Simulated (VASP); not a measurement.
**PtSe2: single point with PBEsol**

The system is PtSe2.

```
Pt Se
1.0
     3.57504    0.00000    0.00000
    -1.78752    3.09608    0.00000
     0.00000    0.00000    5.26448
Pt Se
1 2
Direct
  0.00000 0.00000 0.00000
  0.33333 0.66667 0.25000
  0.66667 0.33333 0.75000
```

This cell differs from its parent crystal: strain -0.040 along x and y, +0.040 along z.

| Property | Result |
| --- | --- |
| Program | VASP 6.6.1 |
| Task | single point |
| Functional | PBEsol |
| Potentials or basis | VASP PAW PBE potentials, release 64 (Pt, Se) |
| Cutoff | 520 eV |
| k mesh | 12 × 12 × 10 |
| Occupations | gaussian, width 0.15 eV |
| Spin | no spin polarisation |

```
Pressure               : 11.7 GPa
Largest force          : 0.766 eV/Å
Band gap on the k mesh : zero (band 11 reaches 7.16 eV, above the bottom of band 12 at 6.99 eV)
```

Forces in eV/Å, atoms in the order of the input:
```
Pt   0.000  0.000  0.000
Se   0.000  0.000  0.766
Se   0.000  0.000 -0.766
```

Stress tensor (GPa, compression positive):
```
14.42  0.00  0.00
 0.00 14.42  0.00
 0.00  0.00  6.15
```

Levels at points of the mesh, in eV from the Fermi level:
```tsv
k point	band 7	band 8	band 9	band 10	band 11	band 12	band 13	band 14	band 15	band 16
(0.00, 0.00, 0.00)	-4.32	-2.96	-0.87	-0.87	0.19	1.80	1.80	3.84	4.64	7.57
(0.50, 0.00, 0.00)	-4.03	-3.58	-3.54	-3.34	-3.04	0.76	2.47	5.00	5.55	6.84
(0.00, 0.00, 0.50)	-4.33	-3.33	-1.77	-1.23	-1.23	2.54	2.54	4.72	6.68	7.24
(0.50, 0.00, 0.50)	-3.89	-3.59	-3.24	-2.75	-1.72	1.21	1.95	4.27	4.43	6.39
```

Wall time 54 s on 1 thread of Intel(R) Xeon(R) 6975P-C (Granite Rapids), on a shared host, peak memory 0.3 GiB.

Caveat: the cell differs from its parent crystal (strain -0.040 along x and y, +0.040 along z); the PAW data sets were made with another functional, which shifts forces and pressure a little; spin-orbit coupling is left out, which moves the levels of the heavy elements.
